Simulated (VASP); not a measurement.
Input of a VASP 6.6.1 run:

INCAR

```
PREC     = Accurate       # precision mode
ENCUT    = 520            # plane-wave cutoff, eV
EDIFF    = 1E-6           # SCF threshold, eV
ISMEAR   = 0              # smearing method
SIGMA    = 0.1            # smearing width, eV
LREAL    = F              # projectors in reciprocal space
LASPH    = T              # aspherical terms in the spheres
NELM     = 60             # most SCF steps
ALGO     = Normal         # electronic algorithm
ISIF     = 2              # what is computed and relaxed
LWAVE    = F              # write WAVECAR
LCHARG   = F              # write CHGCAR
GGA      = PE             # functional
NBANDS   = 21             # bands
```

The input KPOINTS:

```
Automatic mesh
0
Gamma
  6 6 4
```

Contents of POSCAR:

```
CaGaAs
1.0
    4.2801249500      0.0000000000      0.0000000000
   -2.1400624800      3.7066969400      0.0000000000
    0.0000000000      0.0000000000      4.2986860900
Ca Ga As
1 1 1
Direct
    0.0000000000      0.0000000000      0.0000000000
    0.6666666700      0.3333333300      0.5000000000
    0.3333333300      0.6666666700      0.5000000000
```

Potentials or basis: VASP PAW PBE potentials, release 64 (Ca_sv, Ga_d, As).

Command:

```sh
$ cat potpaw_PBE.64/Ca_sv/POTCAR potpaw_PBE.64/Ga_d/POTCAR potpaw_PBE.64/As/POTCAR > POTCAR
$ mpirun -np 1 vasp_std > vasp.out
```

Question: Predict the pressure.

Answer: 3.2 GPa.

Question: What does it give for the band gap on the k mesh?

Answer: Zero (bands 14 and 15 overlap by 0.81 eV).

Stress tensor (GPa, compression positive):
```
 5.50  0.00  0.00
 0.00  5.50  0.00
 0.00  0.00 -1.50
```

Caveat: the k points lie up to 0.37 Å⁻¹ apart, too coarse for converged energies and pressures of a metal.
